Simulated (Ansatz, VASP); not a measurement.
One calculation of GeCl3, two programs

```
CELL_PARAMETERS angstrom
3.01672 0.00000 0.00000
0.00000 3.01672 0.00000
0.00000 0.00000 11.63587
ATOMIC_POSITIONS crystal
Ge 0.00000 0.00000 0.00000
Cl 0.00000 0.00000 0.23122
Cl 0.00000 0.00000 0.50000
Cl 0.00000 0.00000 0.76878
```

Change from the starting cell: species swapped into the Sb3Au type (P4/mmm, No. 123).

Alike in both runs: task relaxation of cell and atoms; functional PBE; k mesh 6 × 6 × 2; occupations gaussian, width 0.1 eV; no spin polarisation.

|  | VASP | Ansatz |
| --- | --- | --- |
| version | VASP 6.6.1 | Ansatz 0.2.0 |
| potentials or method | VASP PAW PBE potentials, release 64 (Ge_d, Cl), cutoff 600 eV | scalar-relativistic, plane waves, PAW |
| valence electrons in the cell | 35 | 35 |

```tsv
	VASP	Ansatz	Ansatz less VASP
gap on the k mesh at the Fermi level, each at its own relaxed structure (eV)	none	none	-
relaxed volume (Å³/atom)	25.71	25.49	-0.222
relaxed length of the cell vector where the two differ most in proportion (Å)	13.125	12.997	-0.1280
```

A gap of «none» marks a metal or a gap that the smearing closes.
